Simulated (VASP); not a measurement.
## Zr: relaxation of cell and atoms with PBEsol

Crystal: Zr.

```
CELL_PARAMETERS angstrom
2.86751 0.00000 0.00000
-1.43376 2.48334 0.00000
0.00000 0.00000 2.83473
ATOMIC_POSITIONS crystal
Zr 0.00000 0.00000 0.00000
```

* Program: VASP 6.6.1
* Task: relaxation of cell and atoms
* Functional: PBEsol
* Potentials or basis: VASP PAW PBE potentials, release 64 (Zr_sv)
* Cutoff: 600 eV
* k mesh: 15 × 15 × 14
* Occupations: fermi-dirac, width 0.05 eV
* Spin: no spin polarisation
* Target pressure: 13 GPa
* Dipole correction: no
* Further INCAR settings: ALGO = Normal; EDIFF = 1e-06; IBRION = 2; EDIFFG = -0.005; NSW = 32; ISIF = 3

* Relaxed volume: 20.21 Å³/atom
* Relaxed cell: a = 2.869 Å, b = 2.869 Å, c = 2.836 Å, α = 90.00°, β = 90.00°, γ = 120.00°
* Space group after relaxing (to 0.05 Å): P6/mmm (No. 191)
* Energy change on relaxing (the enthalpy is what falls): -2.0 meV/atom
* Ionic steps: 3
* Pressure after relaxing: 13.0 GPa
* Band gap on the k mesh: zero (band 6 reaches 10.65 eV, above the bottom of band 7 at 9.78 eV)

Step by step:
```
step  energy change (eV)  largest force (eV/Å)  pressure (GPa)  volume (Å³)
   1              0.0000                0.0000           13.16        20.19
   2             -0.0048                0.0000           12.76        20.25
   3             -0.0020                0.0000           12.99        20.21
```

Final structure:
```
Zr
1.0
     2.86874    0.00000    0.00000
    -1.43437    2.48440    0.00000
     0.00000    0.00000    2.83570
Zr
1
Direct
  0.00000 0.00000 0.00000
```

Levels at points of the mesh, in eV from the Fermi level:
| k point | band 2 | band 3 | band 4 | band 5 | band 6 | band 7 | band 8 | band 9 | band 10 |
| --- | --- | --- | --- | --- | --- | --- | --- | --- | --- |
| (0.00, 0.00, 0.00) | -25.60 | -25.31 | -25.31 | -5.31 | -2.07 | 1.38 | 1.38 | 6.79 | 6.79 |
| (0.00, 0.00, 0.50) | -27.15 | -25.18 | -25.18 | -2.37 | 0.55 | 2.10 | 2.10 | 3.82 | 3.82 |

Wall time 74 s on 1 thread of Intel(R) Xeon(R) Platinum 8259CL CPU @ 2.50GHz (Skylake/Cascade Lake), on a shared host, peak memory 0.18 GiB.

Caveat: the cell is relaxed towards a set pressure, so the enthalpy falls and the energy may rise; the PAW data sets were made with another functional, which shifts forces and pressure a little.
